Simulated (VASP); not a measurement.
# TiSi2 (Cmcm) in VASP: notebook

The runs below take TiSi2 through single point, with PBEsol.

Program: VASP 6.6.1. These are calculated values, not measurements. Logs are shortened: lines on timing, memory, paths and dates and some standing lists are left out, and cuts for length are marked.

### 1 The cell of the first run

Symmetry: Cmcm, No. 63, orthorhombic system. Conventional cell: a = 3.360 Å, b = 13.453 Å, c = 3.397 Å, α = 90.00°, β = 90.00°, γ = 90.00°. Within 3.4 Å of Ti (site symmetry m2m) lie 10 Si at 2.46 to 2.76 Å and 6 Ti at 3.24 to 3.40 Å. Within 3.1 Å of Si (site symmetry m2m) lie 6 Si at 2.34 to 3.07 Å and 6 Ti at 2.46 to 2.76 Å. Si (site symmetry m2m) has 8 Si at 2.39 to 3.07 Å and 4 Ti at 2.60 to 2.61 Å within 3.2 Å.

### 2 Single point, PBEsol (12.80 Å³/atom)

INCAR

```
SYSTEM = TiSi2
PREC = Accurate
ENCUT = 520
EDIFF = 1E-6
ISMEAR = 0
SIGMA = 0.15
LREAL = .FALSE.
LASPH = .TRUE.
NELM = 100
ALGO = Normal
ISIF = 2
LWAVE = .FALSE.
LCHARG = .FALSE.
GGA = PS
NBANDS = 29
```

KPOINTS

```
regular mesh
0
G
  14 14 12
  0 0 0
```

POSCAR

```
TiSi2
1.0
    1.6799421967     -6.7265288296      0.0000000000
    1.6799421967      6.7265288296      0.0000000000
    0.0000000000      0.0000000000      3.3968486606
Ti Si
2 4
Direct
    0.8975108623      0.1024891377      0.7500000000
    0.1024891377      0.8975108623      0.2500000000
    0.5599809709      0.4400190291      0.7500000000
    0.4400190291      0.5599809709      0.2500000000
    0.2497198722      0.7502801278      0.7500000000
    0.7502801278      0.2497198722      0.2500000000
```

Potentials or basis: VASP PAW PBE potentials, release 64 (Ti_sv, Si).

The run is started by

```console
$ cat potpaw_PBE.64/Ti_sv/POTCAR potpaw_PBE.64/Si/POTCAR > POTCAR
$ mpirun -np 1 vasp_std > vasp.out
```

OUTCAR:

```text
SYSTEM = TiSi2
   PREC = Accurate
   ENCUT = 520
   EDIFF = 1E-6
   ISMEAR = 0
   LREAL = .FALSE.
   LASPH = .TRUE.
   NELM = 100
   ISIF = 2
   GGA = PS

 ion  position               nearest neighbor table
   1  0.898  0.102  0.750-   4 2.46   4 2.46   4 2.46   4 2.46   5 2.60   5 2.60   6 2.61   6 2.61
                             3 2.76   3 2.76
   2  0.102  0.898  0.250-   3 2.46   3 2.46   3 2.46   3 2.46   6 2.60   6 2.60   5 2.61   5 2.61
                             4 2.76   4 2.76
   3  0.560  0.440  0.750-   4 2.34   4 2.34   2 2.46   2 2.46   2 2.46   2 2.46   1 2.76   1 2.76
                             5 3.06   5 3.06   6 3.07   6 3.07
   4  0.440  0.560  0.250-   3 2.34   3 2.34   1 2.46   1 2.46   1 2.46   1 2.46   2 2.76   2 2.76
                             6 3.06   6 3.06   5 3.07   5 3.07
   5  0.250  0.750  0.750-   6 2.39   6 2.39   6 2.39   6 2.39   1 2.60   1 2.60   2 2.61   2 2.61
                             3 3.06   3 3.06   4 3.07   4 3.07
   6  0.750  0.250  0.250-   5 2.39   5 2.39   5 2.39   5 2.39   2 2.60   2 2.60   1 2.61   1 2.61
                             4 3.06   4 3.06   3 3.07   3 3.07

  LATTYP: Found a base centered orthorhombic cell.
 ALAT       =     3.3598843934
 B/A-ratio  =     4.0040239735
 C/A-ratio  =     1.0110016485

  Lattice vectors:

 A1 = (   1.6799421967,  -6.7265288296,   0.0000000000)
 A2 = (   1.6799421967,   6.7265288296,   0.0000000000)
 A3 = (   0.0000000000,   0.0000000000,   3.3968486606)

Analysis of symmetry for initial positions (statically):
=====================================================================
 Subroutine PRICEL returns:
 Original cell was already a primitive cell.

 Routine SETGRP: Setting up the symmetry group for a
 base centered orthorhombic supercell.

 Subroutine GETGRP returns: Found  8 space group operations
 (whereof  4 operations were pure point group operations)
 out of a pool of  8 trial point group operations.

The static configuration has the point symmetry C_2h.
 The point group associated with its full space group is D_2h.

Analysis of symmetry for dynamics (positions and initial velocities):
=====================================================================
 Subroutine PRICEL returns:
 Original cell was already a primitive cell.

 Routine SETGRP: Setting up the symmetry group for a
 base centered orthorhombic supercell.

 Subroutine GETGRP returns: Found  8 space group operations
 (whereof  4 operations were pure point group operations)
 out of a pool of  8 trial point group operations.

[... 113 lines left out ...]
   IBRION =     -1    ionic relax: 0-MD 1-quasi-New 2-CG
   NFREE  =      0    steps in history (QN), initial steepest desc. (CG)
   ISIF   =      2    stress and relaxation
   ISYM   =      2    0-nonsym 1-usesym 2-fastsym
   POTIM  = 0.5000    time-step for ionic-motion
   TEBEG  =    0.0;   TEEND  =   0.0 temperature during run
   PSTRESS=    0.0 pullay stress
   NELECT =      40.0000    total number of electrons
   NUPDOWN=      -1.0000    fix difference up-down
   EMIN   =  10.00;   EMAX   =-10.00  energy-range for DOS
   EFERMI =   0.00;   METHOD = LEGACY
   ISMEAR =     0;   SIGMA  =   0.15  broadening in eV -4-tet -1-fermi 0-gaus
   EFERMI_NEDOS =   21; number of points for ismear=-14 and -15
   IALGO  =     38    algorithm
   IMIX   =      4    mixing-type and parameters
     AMIX     =   0.40;   BMIX     =  1.00
     AMIX_MAG =   1.60;   BMIX_MAG =  1.00
  volume/ion in A,a.u.               =      12.80        86.34
  Fermi-wavevector in a.u.,A,eV,Ry     =   1.317339  2.489410 23.611317  1.735383
  Thomas-Fermi vector in A             =   2.447387
   LORBIT       =      0    0 simple, 1 ext, 2 COOP (PROOUT), +10 PAW based schemes
   GGA     = PS    functional components
   LHFCALC =     F    Hartree Fock is set to
   AEXX    =    0.0000 exact exchange contribution
   IVDW    =     0    specifies the selected vdW correction
   LEPSILON=     F    determine dielectric tensor
   LRPA    =     F    only Hartree local field effects (RPA)
 non-spin polarized calculation
 Gauss-broadening in eV      SIGMA  =   0.15
  energy-cutoff  :      520.00
  volume of cell :       76.77
 maximum number of plane-waves:      2090
 NGX is ok and might be reduce to    54
   NGX = 25   NGY = 25   NGZ = 13

 number of electron      40.0000000 magnetization

 Free energy of the ion-electron system (eV)
  ---------------------------------------------------
  ext. energy  EPLUGINS =         0.00000000
  ---------------------------------------------------
  free energy    TOTEN  =       -43.21775439 eV

  energy without entropy =      -43.20252884  energy(sigma->0) =      -43.21014161

 E-fermi :  11.7996     XC(G=0): -12.1934

 val. band max:       11.7945856094   @ k =   0.4286   0.0714   0.0833
 cond. band min:      11.8043420162   @ k =  -0.2857   0.2857   0.3333
 fundamental gap:      0.0097564067
 Fermi energy:        11.7995836875

 k-point     1 :       0.0000    0.0000    0.0000
  band No.  band energies     occupation
      1     -44.5040      2.00000
      2     -44.4905      2.00000
      3     -21.0445      2.00000
      4     -20.9413      2.00000
      5     -20.9304      2.00000
      6     -20.9237      2.00000
[... 757 lines left out ...]
     28      15.0456      0.00000
     29      15.5856      0.00000

 [... further k-points ...]

------------------------ aborting loop because EDIFF is reached ----------------------------------------

  FORCE on cell =-STRESS in cart. coord.  units (eV):
  Direction    XX          YY          ZZ          XY          YZ          ZX
  --------------------------------------------------------------------------------------
  -------------------------------------------------------------------------------------
  Total       10.5790451      2.1626854     11.5619195      0.0000000     -0.0000000      0.0000000
  in kB      220.7829381     45.1348902    241.2953670      0.0000000     -0.0000000      0.0000000
  external PRESSURE =     169.0710651 kB  Pullay stress =       0.0000000 kB

 VOLUME and BASIS-vectors are now :
 -----------------------------------------------------------------------------
  energy-cutoff  :      520.00
  volume of cell :       76.77
      direct lattice vectors                 reciprocal lattice vectors
     1.679942197 -6.726528830  0.000000000     0.297629288 -0.074332544  0.000000000
     1.679942197  6.726528830  0.000000000     0.297629288  0.074332544  0.000000000
     0.000000000  0.000000000  3.396848661     0.000000000  0.000000000  0.294390507

 POSITION                                       TOTAL-FORCE (eV/Angst)
 -----------------------------------------------------------------------------------
      1.67994     -5.34774      2.54764         0.000000      0.293702     -0.000000
      1.67994      5.34774      0.84921         0.000000     -0.293702      0.000000
      1.67994     -0.80693      2.54764         0.000000      0.054281     -0.000000
      1.67994      0.80693      0.84921         0.000000     -0.054281     -0.000000
      1.67994      3.36703      2.54764         0.000000      0.014045     -0.000000
      1.67994     -3.36703      0.84921         0.000000     -0.014045     -0.000000
 -----------------------------------------------------------------------------------
    total drift:                                0.000000      0.000000     -0.000000

  FREE ENERGIE OF THE ION-ELECTRON SYSTEM (eV)
  ---------------------------------------------------
  free  energy   TOTEN  =       -43.2177543885 eV

  energy  without entropy=      -43.2025288401  energy(sigma->0) =      -43.21014161
```

OSZICAR:

```text
N       E                     dE             d eps       ncg     rms          rms(c)
DAV:   1     0.398026190318E+03    0.39803E+03   -0.18886E+04 23158   0.149E+03
DAV:   2    -0.278093210750E-01   -0.39805E+03   -0.38656E+03 23312   0.438E+02
DAV:   3    -0.434795205892E+02   -0.43452E+02   -0.42627E+02 38619   0.122E+02
DAV:   4    -0.466595597768E+02   -0.31800E+01   -0.31573E+01 32519   0.298E+01
DAV:   5    -0.468235617492E+02   -0.16400E+00   -0.16393E+00 34959   0.592E+00    0.226E+01
DAV:   6    -0.437386891072E+02    0.30849E+01   -0.29575E+01 32107   0.412E+01    0.770E+00
DAV:   7    -0.433266766105E+02    0.41201E+00   -0.64750E+00 30991   0.197E+01    0.674E+00
DAV:   8    -0.432149569676E+02    0.11172E+00   -0.70301E-01 31117   0.653E+00    0.106E+00
DAV:   9    -0.432171545484E+02   -0.21976E-02   -0.58915E-02 33147   0.161E+00    0.658E-01
DAV:  10    -0.432177665857E+02   -0.61204E-03   -0.78073E-03 32314   0.745E-01    0.217E-01
DAV:  11    -0.432177560573E+02    0.10528E-04   -0.13184E-03 32022   0.299E-01    0.246E-02
DAV:  12    -0.432177536950E+02    0.23623E-05   -0.77023E-05 33142   0.630E-02    0.100E-02
DAV:  13    -0.432177543885E+02   -0.69347E-06   -0.34451E-06 29552   0.164E-02
   1 F= -.43217754E+02 E0= -.43210142E+02  d E =-.152255E-01
```

It took 12 min on 1 thread of Intel Xeon 6975P-C (Granite Rapids), shared host; peak memory 0.79 GiB.

What came out:

```yaml
Free_energy: -43.2178 eV
Pressure: 16.9 GPa
Largest_force: 0.294 eV/Å
Band_gap_on_the_k_mesh: zero (bands 20 and 21 overlap by 1.08 eV)
```

Forces on the atoms (eV/Å):
```
Ti   0.000  0.294  0.000
Ti   0.000 -0.294  0.000
Si   0.000  0.054  0.000
Si   0.000 -0.054  0.000
Si   0.000  0.014  0.000
Si   0.000 -0.014  0.000
```

Levels at points of the mesh, in eV from the Fermi level:
```
           k point  band 16  band 17  band 18  band 19  band 20  band 21  band 22  band 23  band 24  band 25
(0.00, 0.00, 0.00)    -2.51    -2.49    -2.26    -1.89     0.59     0.95     0.96     0.98     1.43     1.68
(0.50, 0.00, 0.00)    -2.97    -1.76    -1.74    -0.89    -0.55    -0.46     1.81     1.88     1.98     2.14
(0.50, 0.50, 0.00)    -2.77    -2.35    -1.64    -1.57     0.52     0.80     1.01     1.04     1.76     2.34
(0.00, 0.00, 0.50)    -2.32    -2.09    -2.09     0.02     0.02     0.81     0.81     1.72     1.72     2.03
(0.50, 0.00, 0.50)    -4.19    -3.52    -3.52    -2.72    -2.72     1.84     1.84     2.31     2.31     2.71
(0.50, 0.50, 0.50)    -3.82    -2.09    -2.09    -0.77    -0.77     0.64     0.64     2.02     2.02     2.68
```

Caveat: the cell stands under pressure; the PAW data sets were made with another functional, which shifts forces and pressure a little.

(Part 1 of 2 ends here.)
